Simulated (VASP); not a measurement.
# Ag (P6_3/mmc) in VASP: notebook

Ag is run at these levels: PBE; tasks: relaxation of cell and atoms.

Program: VASP 6.6.1. These are calculated values, not measurements. Logs are shortened: lines on timing, memory, paths and dates and some standing lists are left out, and cuts for length are marked.

## 1. The cell of the first run

The structure is hexagonal, space group P6_3/mmc (No. 194). Conventional cell: a = 2.354 Å, b = 2.354 Å, c = 3.814 Å, α = 90.00°, β = 90.00°, γ = 120.00°. Within 3.1 Å of Ag (site symmetry -6m2) lie 12 Ag at 2.34 to 2.35 Å.

This isn't the form of Ag at room conditions, which is fcc.

## 2. Relaxation of cell and atoms, PBE, target pressure 390 GPa, at which the enthalpy is minimised

INCAR reads:

```
SYSTEM = Ag
  PREC = Accurate
  ENCUT = 600
  EDIFF = 1E-6
  ISMEAR = -1
  SIGMA = 0.05
  LREAL = .FALSE.
  LASPH = .TRUE.
  NELM = 60
  ALGO = Normal
  ISIF = 3
  LWAVE = .FALSE.
  LCHARG = .FALSE.
  GGA = PE
  IBRION = 2
  NSW = 60
  EDIFFG = -0.005
  PSTRESS = 3900.0
```

KPOINTS reads:

```
regular mesh
0
G
  19 19 10
  0 0 0
```

POSCAR reads:

```
Ag
1.0
    2.3542528480      0.0000000000      0.0000000000
   -1.1771264240      2.0388427733      0.0000000000
    0.0000000000      0.0000000000      3.8138896137
Ag
2
Direct
    0.3333333333      0.6666666667      0.2500000000
    0.6666666667      0.3333333333      0.7500000000
```

Potentials or basis: VASP PAW PBE potentials, release 64 (Ag).

On the command line:

```console
$ cat potpaw_PBE.64/Ag/POTCAR > POTCAR
$ mpirun -np 1 vasp_std > vasp.out
```

OUTCAR:

```text
SYSTEM = Ag
   PREC = Accurate
   ENCUT = 600
   EDIFF = 1E-6
   ISMEAR = -1
   LREAL = .FALSE.
   LASPH = .TRUE.
   NELM = 60
   ISIF = 3
   GGA = PE
   IBRION = 2
   NSW = 60
   EDIFFG = -0.005
   PSTRESS = 3900.0

 ion  position               nearest neighbor table
   1  0.333  0.667  0.250-   2 2.34   2 2.34   2 2.34   2 2.34   2 2.34   2 2.34   2 3.32   2 3.32
                             2 3.32   2 3.32   2 3.32   2 3.32
   2  0.667  0.333  0.750-   1 2.34   1 2.34   1 2.34   1 2.34   1 2.34   1 2.34   1 3.32   1 3.32
                             1 3.32   1 3.32   1 3.32   1 3.32

  LATTYP: Found a hexagonal cell.
 ALAT       =     2.3542528480
 C/A-ratio  =     1.6200000000

  Lattice vectors:

 A1 = (   2.3542528480,   0.0000000000,   0.0000000000)
 A2 = (  -1.1771264240,   2.0388427733,   0.0000000000)
 A3 = (   0.0000000000,   0.0000000000,   3.8138896137)

Analysis of symmetry for initial positions (statically):
=====================================================================
 Subroutine PRICEL returns:
 Original cell was already a primitive cell.

 Routine SETGRP: Setting up the symmetry group for a
 hexagonal supercell.

 Subroutine GETGRP returns: Found 24 space group operations
 (whereof 12 operations were pure point group operations)
 out of a pool of 24 trial point group operations.

The static configuration has the point symmetry D_3d.
 The point group associated with its full space group is D_6h.

Analysis of symmetry for dynamics (positions and initial velocities):
=====================================================================
 Subroutine PRICEL returns:
 Original cell was already a primitive cell.

 Routine SETGRP: Setting up the symmetry group for a
 hexagonal supercell.

 Subroutine GETGRP returns: Found 24 space group operations
 (whereof 12 operations were pure point group operations)
 out of a pool of 24 trial point group operations.

The dynamic configuration has the point symmetry D_3d.
 The point group associated with its full space group is D_6h.

 Subroutine INISYM returns: Found 24 space group operations
 (whereof 12 operations are pure point group operations),
 and found     1 'primitive' translations

----------------------------------------------------------------------------------------

                                     Primitive cell

  volume of cell :      18.3065

  direct lattice vectors                    reciprocal lattice vectors
     2.354252848  0.000000000  0.000000000     0.424763211  0.245237154  0.000000000
    -1.177126424  2.038842773  0.000000000     0.000000000  0.490474309  0.000000000
     0.000000000  0.000000000  3.813889614     0.000000000  0.000000000  0.262199513

  length of vectors
     2.354252848  2.354252848  3.813889614     0.490474309  0.490474309  0.262199513

  position of ions in fractional coordinates (direct lattice)
     0.333333333  0.666666667  0.250000000
     0.666666667  0.333333333  0.750000000

  ion indices of the primitive-cell ions
   primitive index   ion index
                 1           1
                 2           2

----------------------------------------------------------------------------------------

 KPOINTS: regular mesh

Automatic generation of k-mesh.
 Grid dimensions read from file:
 generate k-points for:   19   19   10

 Generating k-lattice:

  Cartesian coordinates                     Fractional coordinates (reciprocal lattice)
     0.022355958  0.012907219  0.000000000     0.052631579  0.000000000  0.000000000
     0.000000000  0.025814437  0.000000000     0.000000000  0.052631579  0.000000000
     0.000000000  0.000000000  0.026219951     0.000000000  0.000000000  0.100000000

  Length of vectors
     0.025814437  0.025814437  0.026219951

  Shift w.r.t. Gamma in fractional coordinates (k-lattice)
     0.000000000  0.000000000  0.000000000

 Subroutine IBZKPT returns following result:
 ===========================================

 Found    240 irreducible k-points:

 Following reciprocal coordinates:
            Coordinates               Weight
  0.000000  0.000000  0.000000      1.000000
  0.052632  0.000000  0.000000      6.000000
  0.105263  0.000000  0.000000      6.000000
  0.157895 -0.000000  0.000000      6.000000
  0.210526 -0.000000  0.000000      6.000000
  0.263158  0.000000  0.000000      6.000000
[... 16 lines left out ...]
  0.263158  0.105263  0.000000     12.000000
  0.315789  0.105263  0.000000     12.000000
 [... further k-points ...]
   k-points           NKPTS =    240   k-points in BZ     NKDIM =    240   number of bands    NBANDS=     15
   number of dos      NEDOS =    301   number of ions     NIONS =      2
   total plane-waves  NPLWV =  12000
   dimension x,y,z NGX =    20 NGY =   20 NGZ =   30
   dimension x,y,z NGXF=    40 NGYF=   40 NGZF=   60
   ions per type =               2
   NGX,Y,Z   is equivalent  to a cutoff of  14.12, 14.12, 13.08 a.u.
   NGXF,Y,Z  is equivalent  to a cutoff of  28.25, 28.25, 26.15 a.u.
 SYSTEM =  Ag
   PREC   = accura    normal or accurate (medium, high low for compatibility)
   ISTART =      0    job   : 0-new  1-cont  2-samecut
   ICHARG =      2    charge: 1-file 2-atom 10-const
   ISPIN  =      1    spin polarized calculation?
   LNONCOLLINEAR =      F non collinear calculations
   LSORBIT =      F    spin-orbit coupling
   LASPH  =      T    aspherical Exc in radial PAW
   ENCUT  =  600.0 eV  44.10 Ry    6.64 a.u.   4.70  4.70  7.62*2*pi/ulx,y,z
   NELM   =     60;   NELMIN=  2; NELMDL= -5     # of ELM steps
   EDIFF  = 0.1E-05   stopping-criterion for ELM
   LREAL  =      F    real-space projection
   EDIFFG = -.5E-02   stopping-criterion for IOM
   NSW    =     60    number of steps for IOM
   IBRION =      2    ionic relax: 0-MD 1-quasi-New 2-CG
   NFREE  =      1    steps in history (QN), initial steepest desc. (CG)
   ISIF   =      3    stress and relaxation
   ISYM   =      2    0-nonsym 1-usesym 2-fastsym
   POTIM  = 0.5000    time-step for ionic-motion
   TEBEG  =    0.0;   TEEND  =   0.0 temperature during run
   PSTRESS= 3900.0 pullay stress
   NELECT =      22.0000    total number of electrons
   NUPDOWN=      -1.0000    fix difference up-down
   EMIN   =  10.00;   EMAX   =-10.00  energy-range for DOS
   EFERMI =   0.00;   METHOD = LEGACY
   ISMEAR =    -1;   SIGMA  =   0.05  broadening in eV -4-tet -1-fermi 0-gaus
   EFERMI_NEDOS =   21; number of points for ismear=-14 and -15
   IALGO  =     38    algorithm
   IMIX   =      4    mixing-type and parameters
     AMIX     =   0.40;   BMIX     =  1.00
     AMIX_MAG =   1.60;   BMIX_MAG =  1.00
  volume/ion in A,a.u.               =       9.15        61.77
  Fermi-wavevector in a.u.,A,eV,Ry     =   1.740527  3.289119 41.217950  3.029434
  Thomas-Fermi vector in A             =   2.813159
   LORBIT       =      0    0 simple, 1 ext, 2 COOP (PROOUT), +10 PAW based schemes
   GGA     = PE    functional components
   LHFCALC =     F    Hartree Fock is set to
   AEXX    =    0.0000 exact exchange contribution
   IVDW    =     0    specifies the selected vdW correction
   LEPSILON=     F    determine dielectric tensor
   LRPA    =     F    only Hartree local field effects (RPA)
 conjugate gradient relaxation of ions
 non-spin polarized calculation
  energy-cutoff  :      600.00
  volume of cell :       18.31
 maximum number of plane-waves:       628
 NGX is ok and might be reduce to    20
   NGX =  9   NGY =  9   NGZ = 15

--------------------------------------- Ionic step        1  -------------------------------------------

 number of electron      21.9999995 magnetization

 Free energy of the ion-electron system (eV)
  ---------------------------------------------------
  ext. energy  EPLUGINS =         0.00000000
  ---------------------------------------------------
  free energy    TOTEN  =         5.05812372 eV

  energy without entropy =        5.06069572  energy(sigma->0) =        5.05940972

------------------------ aborting loop because EDIFF is reached ----------------------------------------

  FORCE on cell =-STRESS in cart. coord.  units (eV):
  Direction    XX          YY          ZZ          XY          YZ          ZX
  --------------------------------------------------------------------------------------
  -------------------------------------------------------------------------------------
  Total       43.9612408     43.9612408     45.8256380      0.0000000     -0.0000000      0.0000000
  in kB     3847.4728562   3847.4728562   4010.6442628      0.0000000     -0.0000000      0.0000000
  external PRESSURE =       1.8633251 kB  Pullay stress =    3900.0000000 kB
[... 213 lines left out ...]
  enthalpy is  TOTEN    =        49.6110776895 eV   P V=       44.5620402752

--------------------------------------- Ionic step        7  -------------------------------------------

 number of electron      21.9999997 magnetization

 Free energy of the ion-electron system (eV)
  ---------------------------------------------------
  ext. energy  EPLUGINS =         0.00000000
  ---------------------------------------------------
  free energy    TOTEN  =         5.04795221 eV

  energy without entropy =        5.05032194  energy(sigma->0) =        5.04913708

 E-fermi :  21.7127     XC(G=0): -16.3323

 val. band max:       21.6341832882   @ k =   0.1053   0.1053   0.2000
 cond. band min:      21.7288148250   @ k =   0.1053   0.0526   0.1000
 fundamental gap:      0.0946315368
 Fermi energy:        21.7126888710

 k-point     1 :       0.0000    0.0000    0.0000
  band No.  band energies     occupation
      1       7.3562      2.00000
      2       8.4234      2.00000
      3      12.2259      2.00000
      4      12.4799      2.00000
      5      12.4799      2.00000
      6      13.2079      2.00000
      7      13.2079      2.00000
      8      14.2668      2.00000
      9      14.2668      2.00000
     10      17.0917      2.00000
     11      17.0917      2.00000
     12      18.6001      2.00000
     13      29.7380      0.00000
     14      36.3309      0.00000
     15      38.8499      0.00000
[... 397 lines left out ...]
 k-point    24 :       0.3158    0.1053    0.0000
  band No.  band energies     occupation
      1       8.9114      2.00000
      2       9.5408      2.00000
      3       9.9521      2.00000
      4      12.2173      2.00000
      5      12.7542      2.00000
      6      13.3026      2.00000
      7      13.3794      2.00000
      8      16.0145      2.00000
      9      16.9972      2.00000
     10      17.5363      2.00000
     11      19.1535      2.00000
     12      29.1062      0.00000
     13      30.2072      0.00000
     14      31.5282      0.00000
     15      34.9681      0.00000

 [... further k-points ...]

------------------------ aborting loop because EDIFF is reached ----------------------------------------

  FORCE on cell =-STRESS in cart. coord.  units (eV):
  Direction    XX          YY          ZZ          XY          YZ          ZX
  --------------------------------------------------------------------------------------
  -------------------------------------------------------------------------------------
  Total       44.5606199     44.5606199     44.5720329      0.0000000      0.0000000      0.0000000
  in kB     3899.7807513   3899.7807513   3900.7795748      0.0000000      0.0000000      0.0000000
  external PRESSURE =       0.1136925 kB  Pullay stress =    3900.0000000 kB
[... 17 lines left out ...]
  FREE ENERGIE OF THE ION-ELECTRON SYSTEM (eV)
  ---------------------------------------------------
  free  energy   TOTEN  =         5.0479522149 eV

  energy  without entropy=        5.0503219367  energy(sigma->0) =        5.04913708

  enthalpy is  TOTEN    =        49.6110773856 eV   P V=       44.5631251707

 reached required accuracy - stopping structural energy minimisation
```

Wall time 92 s (1 thread of Intel Xeon 6975P-C (Granite Rapids), shared host); peak memory 0.2 GiB.

What came out:

- Free energy: 5.0480 eV
- Energy change on relaxing (the run minimises the enthalpy): -5.1 meV/atom
- Ionic steps: 7
- Pressure after relaxing: 390.0 GPa
- Band gap on the k mesh: zero (bands 11 and 12 overlap by 11.36 eV)

The path:
```
step  energy change (eV)  largest force (eV/Å)  pressure (GPa)  volume (Å³)
   1              0.0000                0.0000          390.19        18.31
   2             -0.0001                0.0000          389.58        18.32
   3             -0.0267                0.0000          389.39        18.31
   4             -0.0263                0.0000          389.40        18.31
   5              0.1658                0.0000          396.42        18.24
   6             -0.0091                0.0000          390.05        18.31
   7             -0.0102                0.0000          390.01        18.31
```

Final structure:
```yaml
crystal:
  lattice:
    - [2.34373, 0.00000, 0.00000]
    - [-1.17186, 2.02973, 0.00000]
    - [0.00000, 0.00000, 3.84837]
  atoms:
    - { symbol: Ag, position: [0.33333, 0.66667, 0.25000] }
    - { symbol: Ag, position: [0.66667, 0.33333, 0.75000] }
```

Caveat: the cell is relaxed towards a set pressure, so the run minimises the enthalpy, not the energy.

## 3. Relaxation of cell and atoms, PBE, target pressure 390 GPa, at which the enthalpy is minimised

INCAR reads:

```
ALGO = Normal
EDIFF = 1E-7
EDIFFG = -0.005
ENCUT = 600
GGA = PE
IBRION = 2
ISIF = 3
ISMEAR = -1
LASPH = T
LCHARG = F
LREAL = F
LWAVE = F
NELM = 100
NSW = 32
PREC = Accurate
PSTRESS = 3900.0
SIGMA = 0.05
```

KPOINTS reads:

```
k-points
0
Gamma
  19 19 10
```

POSCAR reads:

```
Ag
1.0
    2.3437706692      0.0000000000      0.0000000000
   -1.1718853346      2.0297649402      0.0000000000
    0.0000000000      0.0000000000      3.8481811318
Ag
2
Direct
    0.3333333333      0.6666666667      0.2500000000
    0.6666666667      0.3333333333      0.7500000000
```

Potentials or basis: VASP PAW PBE potentials, release 64 (Ag).

On the command line:

```console
$ cat potpaw_PBE.64/Ag/POTCAR > POTCAR
$ mpirun -np 1 vasp_std > vasp.out
```

It took 46 s on 1 thread of Intel Xeon 6975P-C (Granite Rapids), shared host; peak memory 0.19 GiB.

Results (log left out):

```yaml
Free_energy: 5.0475 eV
Energy_change_on_relaxing_the_run_minimises_the_enthalpy: -0.5 meV/atom
Ionic_steps: 3
Pressure_after_relaxing: 390.0 GPa
Band_gap_on_the_k_mesh: zero (bands 11 and 12 overlap by 11.36 eV)
```

Step by step:
| step | energy change (eV) | largest force (eV/Å) | pressure (GPa) | volume (Å³) |
| --- | --- | --- | --- | --- |
| 1 | 0.0000 | 0.0000 | 390.01 | 18.31 |
| 2 | -0.0040 | 0.0000 | 389.87 | 18.31 |
| 3 | -0.0010 | 0.0000 | 389.97 | 18.31 |

Final structure:
```
CELL_PARAMETERS angstrom
2.34367 0.00000 0.00000
-1.17184 2.02968 0.00000
0.00000 0.00000 3.84858
ATOMIC_POSITIONS crystal
Ag 0.33333 0.66667 0.25000
Ag 0.66667 0.33333 0.75000
```

Levels at points of the mesh, in eV from the Fermi level:
| k point | band 8 | band 9 | band 10 | band 11 | band 12 | band 13 | band 14 | band 15 |
| --- | --- | --- | --- | --- | --- | --- | --- | --- |
| (0.00, 0.00, 0.00) | -7.44 | -7.44 | -4.62 | -4.62 | -3.11 | 8.02 | 14.62 | 17.14 |
| (0.00, 0.00, 0.50) | -8.95 | -5.44 | -5.44 | -5.44 | -5.44 | 13.76 | 13.76 | 17.74 |

Caveat: the cell is relaxed towards a set pressure, so the run minimises the enthalpy, not the energy.
